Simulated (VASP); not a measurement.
# BAs (F-43m) in VASP: density of states with PBE+D4

Aim: the density of states of BAs with PBE+D4.

Program: VASP 6.6.1. These are calculated values, not measurements. Logs are shortened: lines on timing, memory, paths and dates and some standing lists are left out, and cuts for length are marked.

## (1) The cell of the first run

The structure is cubic, space group F-43m (No. 216). Conventional cell: a = 4.777 Å, b = 4.777 Å, c = 4.777 Å, α = 90.00°, β = 90.00°, γ = 90.00°. B (site symmetry -43m) has 4 As at 2.07 Å within 2.7 Å. As (site symmetry -43m) has 4 B at 2.07 Å within 2.7 Å.

## (2) Density of states, PBE+D4

Input file POSCAR:

```
BAs
1.0
    0.0000000000      2.3885000000      2.3885000000
    2.3885000000      0.0000000000      2.3885000000
    2.3885000000      2.3885000000      0.0000000000
B As
1 1
Direct
    0.0000000000      0.0000000000      0.0000000000
    0.2500000000      0.2500000000      0.2500000000
```

Input file INCAR.step1:

```
SYSTEM = BAs
PREC = Accurate
ENCUT = 420
EDIFF = 1E-6
ISMEAR = 0
SIGMA = 0.01
LREAL = .False.
LASPH = .True.
NELM = 120
ALGO = Normal
ISIF = 2
LWAVE = .False.
LCHARG = .True.
GGA = PE
IVDW = 13
NBANDS = 11
GGA_COMPAT = .False.
NEDOS = 2001
LORBIT = 11
```

Input file KPOINTS.step1:

```
regular mesh
0
Gamma
  6 6 6
  0 0 0
```

Input file INCAR.step2:

```
SYSTEM = BAs
PREC = Accurate
ENCUT = 420
EDIFF = 1E-6
ISMEAR = -5
SIGMA = 0.01
LREAL = .False.
LASPH = .True.
NELM = 120
ALGO = Normal
ISIF = 2
LWAVE = .False.
LCHARG = .False.
GGA = PE
IVDW = 13
LORBIT = 11
NBANDS = 11
NEDOS = 2001
ICHARG = 11
GGA_COMPAT = .False.
```

Input file KPOINTS.step2:

```
regular mesh
0
Gamma
  9 9 9
  0 0 0
```

Potentials or basis: VASP PAW PBE potentials, release 64 (B, As).

Command:

```
$ cat potpaw_PBE.64/B/POTCAR potpaw_PBE.64/As/POTCAR > POTCAR
$ cp INCAR.step1 INCAR
$ cp KPOINTS.step1 KPOINTS
$ mpirun -np 1 vasp_std > vasp.out
$ cp INCAR.step2 INCAR
$ cp KPOINTS.step2 KPOINTS
$ mpirun -np 1 vasp_std > vasp.out
```

OUTCAR:

```text
SYSTEM = BAs
   PREC = Accurate
   ENCUT = 420
   EDIFF = 1E-6
   ISMEAR = -5
   LREAL = .False.
   LASPH = .True.
   NELM = 120
   ISIF = 2
   GGA = PE
   IVDW = 13
   LORBIT = 11
   ICHARG = 11

 ion  position               nearest neighbor table
   1  0.000  0.000  0.000-   2 2.07   2 2.07   2 2.07   2 2.07
   2  0.250  0.250  0.250-   1 2.07   1 2.07   1 2.07   1 2.07

  LATTYP: Found a face centered cubic cell.
 ALAT       =     4.7770000000

  Lattice vectors:

 A1 = (   0.0000000000,   2.3885000000,   2.3885000000)
 A2 = (   2.3885000000,   0.0000000000,   2.3885000000)
 A3 = (   2.3885000000,   2.3885000000,   0.0000000000)

Analysis of symmetry for initial positions (statically):
=====================================================================
 Subroutine PRICEL returns:
 Original cell was already a primitive cell.

 Routine SETGRP: Setting up the symmetry group for a
 face centered cubic supercell.

 Subroutine GETGRP returns: Found 24 space group operations
 (whereof 24 operations were pure point group operations)
 out of a pool of 48 trial point group operations.

The static configuration has the point symmetry T_d .

Analysis of symmetry for dynamics (positions and initial velocities):
=====================================================================
 Subroutine PRICEL returns:
 Original cell was already a primitive cell.

 Routine SETGRP: Setting up the symmetry group for a
 face centered cubic supercell.

 Subroutine GETGRP returns: Found 24 space group operations
 (whereof 24 operations were pure point group operations)
 out of a pool of 48 trial point group operations.

The dynamic configuration has the point symmetry T_d .

 Subroutine INISYM returns: Found 24 space group operations
 (whereof 24 operations are pure point group operations),
 and found     1 'primitive' translations

----------------------------------------------------------------------------------------

                                     Primitive cell

  volume of cell :      27.2525

  direct lattice vectors                    reciprocal lattice vectors
     0.000000000  2.388500000  2.388500000    -0.209336404  0.209336404  0.209336404
     2.388500000  0.000000000  2.388500000     0.209336404 -0.209336404  0.209336404
     2.388500000  2.388500000  0.000000000     0.209336404  0.209336404 -0.209336404

  length of vectors
     3.377849094  3.377849094  3.377849094     0.362581287  0.362581287  0.362581287

  position of ions in fractional coordinates (direct lattice)
     0.000000000  0.000000000  0.000000000
     0.250000000  0.250000000  0.250000000
[... 96 lines left out ...]
   IALGO  =     38    algorithm
   IMIX   =      4    mixing-type and parameters
     AMIX     =   0.40;   BMIX     =  1.00
     AMIX_MAG =   1.60;   BMIX_MAG =  1.00
  volume/ion in A,a.u.               =      13.63        91.95
  Fermi-wavevector in a.u.,A,eV,Ry     =   1.088018  2.056057 16.106360  1.183784
  Thomas-Fermi vector in A             =   2.224191
   LORBIT       =     11    0 simple, 1 ext, 2 COOP (PROOUT), +10 PAW based schemes
   GGA     = PE    functional components
   LHFCALC =     F    Hartree Fock is set to
   AEXX    =    0.0000 exact exchange contribution
   IVDW    =    13    specifies the selected vdW correction
   LEPSILON=     F    determine dielectric tensor
   LRPA    =     F    only Hartree local field effects (RPA)
 non-spin polarized calculation
 Fermi weights with tetrahedron method with Bloechl corrections
  energy-cutoff  :      420.00
  volume of cell :       27.25
 maximum number of plane-waves:       543

 number of electron       7.9999999 magnetization

 Free energy of the ion-electron system (eV)
  ---------------------------------------------------
  ext. energy  EPLUGINS =         0.00000000
  ---------------------------------------------------
  free energy    TOTEN  =       -11.40343431 eV

  energy without entropy =      -11.40343431  energy(sigma->0) =      -11.40343431

 E-fermi :   6.1418     XC(G=0): -10.5810

 val. band max:        6.1344790474   @ k =   0.0000   0.0000   0.0000
 cond. band min:       7.3556757033   @ k =   0.4444   0.4444   0.0000
 fundamental gap:      1.2211966559
 Fermi energy:         6.1417735043

 k-point     1 :       0.0000    0.0000    0.0000
  band No.  band energies     occupation
      1      -9.2706      2.00000
      2       6.1345      2.00000
      3       6.1345      2.00000
      4       6.1345      2.00000
      5       9.4044      0.00000
      6       9.4044      0.00000
      7       9.4044      0.00000
      8      10.8201      0.00000
      9      15.7148      0.00000
     10      19.0790      0.00000
     11      19.0790      0.00000
[... 309 lines left out ...]
 k-point    24 :       0.4444    0.4444    0.0000
  band No.  band energies     occupation
      1      -5.4463      2.00000
      2      -1.9486      2.00000
      3       2.1210      2.00000
      4       2.1210      2.00000
      5       7.3557      0.00000
      6       7.9447      0.00000
      7      17.1627      0.00000
      8      17.1627      0.00000
      9      18.8185      0.00000
     10      23.2863      0.00000
     11      23.7323      0.00000

 [... further k-points ...]

------------------------ aborting loop because EDIFF is reached ----------------------------------------

  DFT-D4 for vdW energy calculation

  Edisp (eV):   -0.75132

  FORCE on cell =-STRESS in cart. coord.  units (eV):
  Direction    XX          YY          ZZ          XY          YZ          ZX
  --------------------------------------------------------------------------------------
  -------------------------------------------------------------------------------------
  Total      -0.18309    -0.18309    -0.18309     0.00000     0.00000    -0.00000
  in kB     -10.76383   -10.76383   -10.76383     0.00000     0.00000    -0.00000
  external pressure =      -10.76 kB  Pullay stress =        0.00 kB

 VOLUME and BASIS-vectors are now :
 -----------------------------------------------------------------------------
  energy-cutoff  :      420.00
  volume of cell :       27.25
      direct lattice vectors                 reciprocal lattice vectors
     0.000000000  2.388500000  2.388500000    -0.209336404  0.209336404  0.209336404
     2.388500000  0.000000000  2.388500000     0.209336404 -0.209336404  0.209336404
     2.388500000  2.388500000  0.000000000     0.209336404  0.209336404 -0.209336404

 POSITION                                       TOTAL-FORCE (eV/Angst)
 -----------------------------------------------------------------------------------
      0.00000      0.00000      0.00000        -0.000000     -0.000000     -0.000000
      1.19425      1.19425      1.19425         0.000000      0.000000      0.000000
 -----------------------------------------------------------------------------------
    total drift:                                0.000000      0.000000      0.000000

  FREE ENERGIE OF THE ION-ELECTRON SYSTEM (eV)
  ---------------------------------------------------
  free  energy   TOTEN  =       -12.1547566885 eV

  energy  without entropy=      -12.1547566885  energy(sigma->0) =      -12.15475669

 total charge

# of ion       s       p       d       tot
------------------------------------------
    1        0.660   1.179   0.000   1.839
    2        1.173   1.663   0.088   2.924
--------------------------------------------------
tot          1.832   2.842   0.088   4.763
```

OUTCAR.step1:

```text
SYSTEM = BAs
   PREC = Accurate
   ENCUT = 420
   EDIFF = 1E-6
   ISMEAR = 0
   LREAL = .False.
   LASPH = .True.
   NELM = 120
   ISIF = 2
   GGA = PE
   IVDW = 13
   LORBIT = 11

[... 438 lines left out ...]
    total drift:                                0.000000      0.000000      0.000000

  FREE ENERGIE OF THE ION-ELECTRON SYSTEM (eV)
  ---------------------------------------------------
  free  energy   TOTEN  =       -12.1384000512 eV

  energy  without entropy=      -12.1384000512  energy(sigma->0) =      -12.13840005

 total charge

# of ion       s       p       d       tot
------------------------------------------
    1        0.657   1.183   0.000   1.840
    2        1.171   1.666   0.088   2.925
--------------------------------------------------
tot          1.828   2.849   0.088   4.766
```

OSZICAR.step1:

```text
N       E                     dE             d eps       ncg     rms          rms(c)
DAV:   1     0.112097424563E+02    0.11210E+02   -0.33527E+03   352   0.546E+02
DAV:   2    -0.112584143495E+02   -0.22468E+02   -0.21280E+02   489   0.992E+01
DAV:   3    -0.120292790461E+02   -0.77086E+00   -0.76787E+00   444   0.162E+01
DAV:   4    -0.120314290192E+02   -0.21500E-02   -0.21499E-02   399   0.101E+00
DAV:   5    -0.120314318957E+02   -0.28764E-05   -0.28764E-05   409   0.407E-02    0.494E+00
DAV:   6    -0.114535872598E+02    0.57784E+00   -0.15940E+00   373   0.510E+00    0.240E+00
DAV:   7    -0.113934557303E+02    0.60132E-01   -0.19293E-01   406   0.214E+00    0.987E-01
DAV:   8    -0.113865978436E+02    0.68579E-02   -0.20596E-02   394   0.804E-01    0.992E-02
DAV:   9    -0.113869094442E+02   -0.31160E-03   -0.76618E-04   400   0.159E-01    0.597E-02
DAV:  10    -0.113870715258E+02   -0.16208E-03   -0.19704E-04   375   0.851E-02    0.122E-02
DAV:  11    -0.113870775573E+02   -0.60314E-05   -0.55440E-06   423   0.157E-02    0.106E-02
DAV:  12    -0.113870776703E+02   -0.11305E-06   -0.27555E-06   376   0.900E-03
   1 F= -.12138400E+02 E0= -.12138400E+02  d E =-.529442E-16
```

It used 13 s of CPU time on 1 thread of AMD EPYC 7R13 Processor (Zen 3) (shared host).

What came out:

```
Valence electrons inside the program's atomic spheres : B 1.84; As 2.92
Dispersion energy per atom                            : -0.376 eV
```

Levels at points of the mesh, in eV from the valence-band top:
```tsv
k point	band 1	band 2	band 3	band 4	band 5	band 6	band 7	band 8
(0.00, 0.00, 0.00)	-15.41	0.00	0.00	0.00	3.27	3.27	3.27	4.69
```
